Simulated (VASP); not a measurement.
Write the native input for VASP 6.6.1 that does the following.

| Property | Result |
| --- | --- |
| Task | single point |
| Functional | LDA |
| Potentials or basis | VASP PAW LDA potentials, release 64 (Al, Ru_pv) |
| Cutoff | 520 eV |
| k mesh | 10 × 10 × 10 |
| Occupations | gaussian, width 0.03 eV |
| Spin | no spin polarisation |
| Dipole correction | no |
| Further INCAR settings | ALGO = Fast; EDIFF = 1e-07; NBANDS = 29 |

The structure of Al2Ru lies in POSCAR:

```
Al2Ru
1.0
    0.0000000000      4.0382437051      4.4395458921
    2.2401113799      0.0000000000      4.4395458921
    2.2401113799      4.0382437051      0.0000000000
Al Ru
4 2
Direct
    0.0788992938      0.4211007062      0.0788992938
    0.4211007062      0.0788992938      0.4211007062
    0.1711007062      0.8288992938      0.1711007062
    0.8288992938      0.1711007062      0.8288992938
    0.7500000000      0.7500000000      0.7500000000
    0.5000000000      0.5000000000      0.5000000000
```

These files were run (other wordings do the same):

INCAR

```
ALGO = Fast
EDIFF = 1E-7
ENCUT = 520
GGA = CA
ISIF = 2
ISMEAR = 0
LASPH = T
LCHARG = F
LREAL = F
LWAVE = F
NBANDS = 29
NELM = 100
PREC = Accurate
SIGMA = 0.03
```

KPOINTS

```
k-points
0
Gamma
  10 10 10
```

Potentials or basis: VASP PAW LDA potentials, release 64 (Al, Ru_pv).

Launch:

```console
$ cat potpaw_LDA.64/Al/POTCAR potpaw_LDA.64/Ru_pv/POTCAR > POTCAR
$ mpirun -np 1 vasp_std > vasp.out
```

It gave:

```json
{"Pressure": "1.2 GPa", "Largest force": "0.254 eV/Å", "Band gap on the k mesh": "zero (bands 20 and 21 overlap by 0.30 eV)"}
```

Caveat: the stress differs along the axes, from -5 to 13 GPa.

Wall time 15 min on 1 thread of Intel Xeon 8259CL, with other jobs on the host, peak memory 0.44 GiB.
